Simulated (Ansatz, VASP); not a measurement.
## Al3BP4 in VASP and in Ansatz

The input INCAR:

```
PREC = Accurate ; ENCUT = 520
EDIFF = 1E-7 ; ISMEAR = 0
SIGMA = 0.01 ; LREAL = False
LASPH = True ; NELM = 60
ALGO = Normal ; ISIF = 2
LWAVE = False ; LCHARG = True
GGA = PE ; LELF = True
LVHAR = True ; NBANDS = 26
```

KPOINTS

```
Automatic mesh
0
Gamma
  4 4 4
```

The input POSCAR:

```
Al3BP4
1.0
    5.3290506102      0.0000000000      0.0000000000
    0.0000000000      5.3290506102      0.0000000000
    0.0000000000      0.0000000000      5.3290506102
B P Al
1 4 3
Direct
    0.0000000000      0.0000000000      0.0000000000
    0.2259210056      0.2259210056      0.2259210056
    0.7740789944      0.7740789944      0.2259210056
    0.7740789944      0.2259210056      0.7740789944
    0.2259210056      0.7740789944      0.7740789944
    0.5000000000      0.5000000000      0.0000000000
    0.5000000000      0.0000000000      0.5000000000
    0.0000000000      0.5000000000      0.5000000000
```

Input for Ansatz:

```yaml
crystal:
  lattice:
    - [5.3290506102, 0.0, 0.0]
    - [0.0, 5.3290506102, 0.0]
    - [0.0, 0.0, 5.3290506102]
  atoms:
    - { symbol: B, position: [0.0, 0.0, 0.0] }
    - { symbol: P, position: [0.2259210056, 0.2259210056, 0.2259210056] }
    - { symbol: Al, position: [0.5, 0.5, 0.0] }
    - { symbol: P, position: [0.7740789944, 0.7740789944, 0.2259210056] }
    - { symbol: Al, position: [0.5, 0.0, 0.5] }
    - { symbol: P, position: [0.7740789944, 0.2259210056, 0.7740789944] }
    - { symbol: Al, position: [0.0, 0.5, 0.5] }
    - { symbol: P, position: [0.2259210056, 0.7740789944, 0.7740789944] }
kpoints:
  mp_grid: { grid: [4, 4, 4] }
hamiltonian:
  xc: pbe
scf:
  occupations: { method: fixed }
  n_extra_bands: 6
output:
  forces: true
  stress: true
  eigenvalues: true
```

Alike in both runs: task single point; functional PBE; k mesh 4 × 4 × 4; no spin polarisation.

|  | VASP | Ansatz |
| --- | --- | --- |
| version | VASP 6.6.1 | Ansatz 0.2.0 |
| potentials or method | VASP PAW PBE potentials, release 64 (B, P, Al) | plane waves, PAW |
| plane-wave cutoff (eV) | 520 | 420 |
| occupations | gaussian, width 0.01 eV | fixed |
| valence electrons in the cell | 32 | 32 |

VASP gave:

```
gap on the k mesh at the Fermi level (eV) : 0.99
pressure (GPa)                            : -2.7
rms of the force components (eV/Å)        : 0.013
```

Task: Estimate Ansatz's values.

Result: gap on the k mesh at the Fermi level (eV): 0.99; pressure (GPa): -2.6; rms of the force components (eV/Å): 0.013.
